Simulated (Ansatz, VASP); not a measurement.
**One calculation of W, two programs**

```xyz
1
Lattice="0.0000 2.3535 1.4808 2.3535 0.0000 1.4808 2.3535 2.3535 0.0000" Properties=species:S:1:pos:R:3 pbc="T T T"
W     0.0000    0.0000    0.0000
```

Alike in both runs: task single point; functional PBEsol; k mesh 22 × 22 × 22; occupations gaussian, width 0.15 eV; no spin polarisation.

```csv
,VASP,Ansatz
version,VASP 6.6.1,Ansatz 0.2.0
potentials or method,"VASP PAW PBE potentials, release 64 (W_sv), cutoff 500 eV","scalar-relativistic, plane waves, PAW"
valence electrons in the cell,14,14
```

VASP gave:

```
gap on the k mesh at the Fermi level (eV)                     : none
pressure (GPa)                                                : -10.6
traceless stress, the component that is largest in VASP (GPa) : 22.55
```

Task: Which values does Ansatz return?

Result: gap on the k mesh at the Fermi level (eV): none; pressure (GPa): -11.0; traceless stress, the component that is largest in VASP (GPa): 22.55.

VASP's potentials were made for PBE, not for PBEsol, and Ansatz warns of the same on its side. A gap of «none» marks a metal or a gap that the smearing closes.

Spin-orbit coupling is off throughout.
